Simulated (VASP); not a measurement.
# In16H (a cell with a defect) in VASP: single point with PBE

Aim: the single point of In16H (a cell with a defect) with PBE.

All numbers are computed with VASP 6.6.1; they aren't measurements. Logs are shortened: lines on timing, memory, paths and dates and some standing lists are left out, and cuts for length are marked.

## Step 1: The cell of the first run

The cell holds a defect, 17 atoms: a = 8.296 Å, b = 8.296 Å, c = 8.296 Å, α = 109.45°, β = 109.45°, γ = 109.51°.

## Step 2: Single point, PBE (with an interstitial atom, then relaxed in part)

Input file INCAR:

```
ALGO = Normal ; EDIFF = 1E-6
ENCUT = 400 ; GGA = PE
GGA_COMPAT = False ; ISIF = 2
ISMEAR = 0 ; LASPH = True
LCHARG = True ; LELF = True
LREAL = False ; LVHAR = True
LWAVE = False ; NBANDS = 118
NELM = 120 ; PREC = Accurate
SIGMA = 0.1
```

Input file KPOINTS:

```
Automatic mesh
0
Gamma
  4 4 4
  0.5 0.5 0.5
```

Input file POSCAR:

```
In16H
1.0
    6.7754602306      0.0000000000     -4.7878627362
   -6.7754602306      0.0000000000     -4.7878627362
    0.0000000000      6.7754602306      4.7878627362
In H
16 1
Direct
    0.2528264676      0.7501128762     -0.0001025550
    0.4935541399      0.4996652464     -0.0001325547
    0.7359322312      0.2572186811     -0.0001062355
   -0.0136198321      0.7499699317      0.2666388707
    0.2370472799      0.5077079466      0.2504294674
    0.7359645460      0.7500481809      0.5071072051
   -0.0135600061      0.0167832525     -0.0001335423
    0.4794408227      0.2429543688      0.2422668085
    0.7439743143      0.0004057898      0.2502508117
   -0.0134566560      0.4995082701      0.5070511892
    0.4935439604      0.7500208735      0.7494641235
    0.2287231552      0.2428102835      0.4926553904
    0.7196267442      0.4832823884      0.7331794795
    0.4794064753     -0.0076394217      0.4927370424
   -0.0134941996      0.2571637669      0.7493501193
    0.2370575548      0.0005793719      0.7575292203
    0.9871019575      0.7500229576      1.0000028091
```

Potentials or basis: VASP PAW PBE potentials, release 64 (In_d, H).

Run with:

```bash
$ cat potpaw_PBE.64/In_d/POTCAR potpaw_PBE.64/H/POTCAR > POTCAR
$ mpirun -np 1 vasp_std > vasp.out
```

OUTCAR:

```text
EDIFF = 1E-6
   ENCUT = 400
   GGA = PE
   ISIF = 2
   ISMEAR = 0
   LASPH = True
   LREAL = False
   NELM = 120
   PREC = Accurate

 ion  position               nearest neighbor table
   1  0.253  0.750  1.000-  17 2.20   9 3.33  11 3.33   2 3.33  16 3.34   8 3.34   5 3.34  15 3.34
                            14 3.34  10 3.34   4 3.61  13 3.61   7 3.61
   2  0.494  0.500  1.000-   3 3.28   1 3.33  13 3.34   4 3.34  16 3.38   8 3.38   9 3.39  11 3.39
                            15 3.44   5 3.44  12 3.44   6 3.44
   3  0.736  0.257  1.000-   2 3.28   7 3.33   4 3.34  13 3.34   8 3.38  16 3.38   5 3.39  15 3.39
                             9 3.44  11 3.44  14 3.44  10 3.44
   4  0.986  0.750  0.267-  17 2.21  10 3.33   6 3.33  16 3.33   3 3.34  12 3.34   2 3.34   9 3.34
                            14 3.34   5 3.34   1 3.61   7 3.61  13 3.61
   5  0.237  0.508  0.250-  14 3.28   7 3.33   1 3.34   4 3.34   6 3.38  11 3.38   3 3.39  15 3.40
                             2 3.44  10 3.44  12 3.44   8 3.44
   6  0.736  0.750  0.507-  11 3.28   4 3.33  13 3.34   7 3.34   5 3.38  14 3.38  16 3.39  10 3.40
                             8 3.44  15 3.44   9 3.44   2 3.44
   7  0.986  0.017  1.000-  17 2.22  15 3.33   5 3.33   3 3.33   9 3.34  11 3.34   6 3.34  12 3.34
                            16 3.34   8 3.34   1 3.61  13 3.61   4 3.61
   8  0.479  0.243  0.242-  16 3.28  13 3.33   1 3.34   7 3.34   3 3.38   2 3.38  14 3.39  12 3.39
                             6 3.44  10 3.44   9 3.44   5 3.44
   9  0.744  0.000  0.250-  12 3.28   1 3.33   7 3.34   4 3.34  10 3.38  15 3.38   2 3.39  11 3.39
                            14 3.44   3 3.44   6 3.44   8 3.44
  10  0.987  0.500  0.507-  15 3.28   4 3.33   1 3.34  13 3.34  12 3.38   9 3.38  16 3.39   6 3.40
                            11 3.44   8 3.44   5 3.44   3 3.44
  11  0.494  0.750  0.749-   6 3.28   1 3.33   7 3.34  13 3.34  14 3.38   5 3.38   2 3.39   9 3.39
                            10 3.44   3 3.44  16 3.44  12 3.44
  12  0.229  0.243  0.493-   9 3.28  13 3.33   4 3.34   7 3.34  15 3.38  10 3.38   8 3.39  14 3.40
                            16 3.44   5 3.44  11 3.44   2 3.44
  13  0.720  0.483  0.733-  17 2.22  12 3.33  14 3.33   8 3.33   2 3.34   3 3.34   6 3.34  11 3.34
                            10 3.34  15 3.34   1 3.61   7 3.61   4 3.61
  14  0.479  0.992  0.493-   5 3.28  13 3.33   1 3.34   4 3.34   6 3.38  11 3.38   8 3.39  12 3.40
                             9 3.44  15 3.44  16 3.44   3 3.44
  15  0.987  0.257  0.749-  10 3.28   7 3.33   1 3.34  13 3.34  12 3.38   9 3.38   3 3.39   5 3.40
                             2 3.44  14 3.44   6 3.44  16 3.44
  16  0.237  0.001  0.758-   8 3.28   4 3.33   1 3.34   7 3.34   3 3.38   2 3.38  10 3.39   6 3.39
                            12 3.44  14 3.44  11 3.44  15 3.44
  17  0.987  0.750  0.000-   1 2.20   4 2.21  13 2.22   7 2.22

  LATTYP: Found a body centered tetragonal cell.
 ALAT       =     9.5819477494
 C/A-ratio  =     0.9993506250

  Lattice vectors:

 A1 = (   6.7754602306,   0.0000000000,  -4.7878627362)
 A2 = (  -6.7754602306,   0.0000000000,  -4.7878627362)
 A3 = (   0.0000000000,   6.7754602306,   4.7878627362)

Analysis of symmetry for initial positions (statically):
=====================================================================
 Subroutine PRICEL returns:
 Original cell was already a primitive cell.

 Routine SETGRP: Setting up the symmetry group for a
 body centered tetragonal supercell.

 Subroutine GETGRP returns: Found  1 space group operations
 (whereof  1 operations were pure point group operations)
 out of a pool of 16 trial point group operations.

The static configuration has the point symmetry C_1 .

Analysis of symmetry for dynamics (positions and initial velocities):
=====================================================================
 Subroutine PRICEL returns:
 Original cell was already a primitive cell.

 Routine SETGRP: Setting up the symmetry group for a
 body centered tetragonal supercell.

 Subroutine GETGRP returns: Found  1 space group operations
 (whereof  1 operations were pure point group operations)
 out of a pool of 16 trial point group operations.

The dynamic configuration has the point symmetry C_1 .

 Subroutine INISYM returns: Found  1 space group operations
 (whereof  1 operations are pure point group operations),
[... 56 lines left out ...]

 KPOINTS: Automatic mesh

Automatic generation of k-mesh.
 Grid dimensions read from file:
 generate k-points for:    4    4    4

 Generating k-lattice:

  Cartesian coordinates                     Fractional coordinates (reciprocal lattice)
     0.018448931  0.018448931 -0.026107682     0.250000000  0.000000000  0.000000000
    -0.018448931  0.018448931 -0.026107682     0.000000000  0.250000000  0.000000000
     0.000000000  0.036897863  0.000000000     0.000000000  0.000000000  0.250000000

  Length of vectors
     0.036909853  0.036909853  0.036897863

  Shift w.r.t. Gamma in fractional coordinates (k-lattice)
     0.500000000  0.500000000  0.500000000

 Subroutine IBZKPT returns following result:
 ===========================================

 Found     32 irreducible k-points:

 Following reciprocal coordinates:
            Coordinates               Weight
  0.125000  0.125000  0.125000      2.000000
  0.375000 -0.125000 -0.125000      2.000000
  0.125000  0.125000 -0.375000      2.000000
 -0.125000  0.375000 -0.125000      2.000000
  0.375000  0.125000  0.125000      2.000000
 -0.375000 -0.125000 -0.375000      2.000000
[... 16 lines left out ...]
 -0.375000 -0.375000 -0.375000      2.000000
 -0.125000  0.375000  0.375000      2.000000
 [... further k-points ...]
   k-points           NKPTS =     32   k-points in BZ     NKDIM =     32   number of bands    NBANDS=    118
   number of dos      NEDOS =    301   number of ions     NIONS =     17
   total plane-waves  NPLWV = 157464
   dimension x,y,z NGX =    54 NGY =   54 NGZ =   54
   dimension x,y,z NGXF=   108 NGYF=  108 NGZF=  108
   ions per type =              16   1
   NGX,Y,Z   is equivalent  to a cutoff of  10.82, 10.82, 10.82 a.u.
   NGXF,Y,Z  is equivalent  to a cutoff of  21.64, 21.64, 21.64 a.u.
 SYSTEM =  unknown system
   PREC   = accura    normal or accurate (medium, high low for compatibility)
   ISTART =      0    job   : 0-new  1-cont  2-samecut
   ICHARG =      2    charge: 1-file 2-atom 10-const
   ISPIN  =      1    spin polarized calculation?
   LNONCOLLINEAR =      F non collinear calculations
   LSORBIT =      F    spin-orbit coupling
   LASPH  =      T    aspherical Exc in radial PAW
   ENCUT  =  400.0 eV  29.40 Ry    5.42 a.u.  13.53 13.53 13.53*2*pi/ulx,y,z
   NELM   =    120;   NELMIN=  2; NELMDL= -5     # of ELM steps
   EDIFF  = 0.1E-05   stopping-criterion for ELM
   LREAL  =      F    real-space projection
   EDIFFG = 0.1E-04   stopping-criterion for IOM
   NSW    =      0    number of steps for IOM
   IBRION =     -1    ionic relax: 0-MD 1-quasi-New 2-CG
   NFREE  =      0    steps in history (QN), initial steepest desc. (CG)
   ISIF   =      2    stress and relaxation
   ISYM   =      2    0-nonsym 1-usesym 2-fastsym
   POTIM  = 0.5000    time-step for ionic-motion
   TEBEG  =    0.0;   TEEND  =   0.0 temperature during run
   PSTRESS=    0.0 pullay stress
   NELECT =     209.0000    total number of electrons
   NUPDOWN=      -1.0000    fix difference up-down
   EMIN   =  10.00;   EMAX   =-10.00  energy-range for DOS
   EFERMI =   0.00;   METHOD = LEGACY
   ISMEAR =     0;   SIGMA  =   0.10  broadening in eV -4-tet -1-fermi 0-gaus
   EFERMI_NEDOS =   21; number of points for ismear=-14 and -15
   IALGO  =     38    algorithm
   IMIX   =      4    mixing-type and parameters
     AMIX     =   0.40;   BMIX     =  1.00
     AMIX_MAG =   1.60;   BMIX_MAG =  1.00
  volume/ion in A,a.u.               =      25.86       174.50
  Fermi-wavevector in a.u.,A,eV,Ry     =   1.277734  2.414567 22.212933  1.632605
  Thomas-Fermi vector in A             =   2.410317
   LORBIT       =      0    0 simple, 1 ext, 2 COOP (PROOUT), +10 PAW based schemes
   GGA     = PE    functional components
   LHFCALC =     F    Hartree Fock is set to
   AEXX    =    0.0000 exact exchange contribution
   IVDW    =     0    specifies the selected vdW correction
   LEPSILON=     F    determine dielectric tensor
   LRPA    =     F    only Hartree local field effects (RPA)
 non-spin polarized calculation
 Gauss-broadening in eV      SIGMA  =   0.10
  energy-cutoff  :      400.00
  volume of cell :      439.59
 maximum number of plane-waves:      8027
 NGX is ok and might be reduce to    54
   NGX = 27   NGY = 27   NGZ = 27

 number of electron     209.0000013 magnetization

 Free energy of the ion-electron system (eV)
  ---------------------------------------------------
  ext. energy  EPLUGINS =         0.00000000
  ---------------------------------------------------
  free energy    TOTEN  =       -43.28987759 eV

  energy without entropy =      -43.21779111  energy(sigma->0) =      -43.25383435

 E-fermi :   6.9613     XC(G=0): -10.0535

 val. band max:        6.9580780744   @ k =   0.3750   0.3750   0.1250
 cond. band min:       6.9615871301   @ k =  -0.1250  -0.3750  -0.1250
 fundamental gap:      0.0035090556
 Fermi energy:         6.9613125521

 k-point     1 :       0.1250    0.1250    0.1250
  band No.  band energies     occupation
      1      -7.7384      2.00000
      2      -7.7214      2.00000
      3      -7.7212      2.00000
      4      -7.6417      2.00000
      5      -7.6411      2.00000
      6      -7.6411      2.00000
[... 2845 lines left out ...]
    115       9.5608      0.00000
    116       9.9526      0.00000

 [... further k-points ...]

 [bands above 116 left out]

------------------------ aborting loop because EDIFF is reached ----------------------------------------

  FORCE on cell =-STRESS in cart. coord.  units (eV):
  Direction    XX          YY          ZZ          XY          YZ          ZX
  --------------------------------------------------------------------------------------
  -------------------------------------------------------------------------------------
  Total        2.1163902      2.1060119      2.0133716     -0.0003268      0.0008650     -0.0081017
  in kB        7.7135986      7.6757728      7.3381272     -0.0011909      0.0031527     -0.0295281
  external PRESSURE =       7.5758329 kB  Pullay stress =       0.0000000 kB

 VOLUME and BASIS-vectors are now :
 -----------------------------------------------------------------------------
  energy-cutoff  :      400.00
  volume of cell :      439.59
      direct lattice vectors                 reciprocal lattice vectors
     6.775460231  0.000000000 -4.787862736     0.073795725  0.073795725 -0.104430730
    -6.775460231  0.000000000 -4.787862736    -0.073795725  0.073795725 -0.104430730
     0.000000000  6.775460231  4.787862736     0.000000000  0.147591450  0.000000000

 POSITION                                       TOTAL-FORCE (eV/Angst)
 -----------------------------------------------------------------------------------
     -3.36934      6.77477     -0.01456         0.003111      0.000005     -0.002117
     -0.04141      6.77456      0.03183        -0.000404      0.000125      0.002043
      3.24350      6.77474      0.03228         0.000484     -0.000058     -0.000507
      1.60179      1.80660     -7.03678         0.000081     -0.000445     -0.000351
     -1.83385      1.69677     -2.36676         0.000266      0.000040     -0.000086
     -0.09542      3.43588     -4.68687         0.000443     -0.000061     -0.000398
[... 9 lines left out ...]
      1.60225      5.13261      2.48917        -0.000143      0.000443     -0.000281
      1.60632      0.00002     -8.31710        -0.003280     -0.000273      0.002076
 -----------------------------------------------------------------------------------
    total drift:                                0.003020      0.000277     -0.001848

  FREE ENERGIE OF THE ION-ELECTRON SYSTEM (eV)
  ---------------------------------------------------
  free  energy   TOTEN  =       -43.2898775864 eV

  energy  without entropy=      -43.2177911116  energy(sigma->0) =      -43.25383435
```

It took 16 min on 1 thread of Intel Xeon 6975P-C (Granite Rapids), shared host; peak memory 0.86 GiB.

What came out:

```yaml
Free_energy: -43.2899 eV
Pressure: 0.8 GPa
Largest_force: 0.004 eV/Å
Band_gap_on_the_k_mesh: zero (an odd number of electrons rules out a gap without spin polarisation)
```

Forces on the atoms (eV/Å):
```
In   0.003  0.000 -0.002
In   0.000  0.000  0.002
In   0.000  0.000 -0.001
In   0.000  0.000  0.000
In   0.000  0.000  0.000
In   0.000  0.000  0.000
In   0.001  0.000  0.000
In   0.000  0.000  0.000
In  -0.001  0.001  0.000
In   0.000  0.000  0.000
In  -0.001 -0.001  0.000
In   0.001  0.000  0.000
In   0.001  0.000  0.000
In   0.000  0.000  0.000
In   0.000  0.000  0.000
In   0.000  0.000  0.000
H   -0.003  0.000  0.002
```

Caveat: the cell differs from its parent crystal (with an interstitial atom, then relaxed in part); spin-orbit coupling is left out, which moves the levels of the heavy elements.
